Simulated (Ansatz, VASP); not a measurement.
**One calculation of C, two programs**

```
C
1.0
     0.00000    1.79271    1.83645
     1.79271    0.00000    1.83645
     1.79271    1.79271    0.00000
C
2
Direct
  0.50000 0.50000 0.50000
  0.75000 0.75000 0.75000
```

Alike in both runs: task single point; functional LDA; k mesh 12 × 12 × 12; occupations gaussian, width 0.05 eV; no spin polarisation.

```csv
,VASP,Ansatz
version,VASP 6.6.1,Ansatz 0.2.0
potentials or method,"VASP PAW LDA potentials, release 64 (C), cutoff 520 eV","scalar-relativistic, plane waves, PAW"
valence electrons in the cell,8,8
```

VASP gave:

```
gap on the k mesh at the Fermi level (eV)                     : 3.73
least direct gap on the mesh (eV)                             : 5.22
pressure (GPa)                                                : -27.3
traceless stress, the component that is largest in VASP (GPa) : -14.58
```

Q: What did Ansatz give for the same quantities?

A: gap on the k mesh at the Fermi level (eV): 3.74; least direct gap on the mesh (eV): 5.22; pressure (GPa): -28.6; traceless stress, the component that is largest in VASP (GPa): -14.60.

Ansatz warns that its potentials were made for another functional, while VASP's fit it. LDA's correlation is that of Perdew and Zunger in VASP and of Perdew and Wang (1992) in Ansatz.
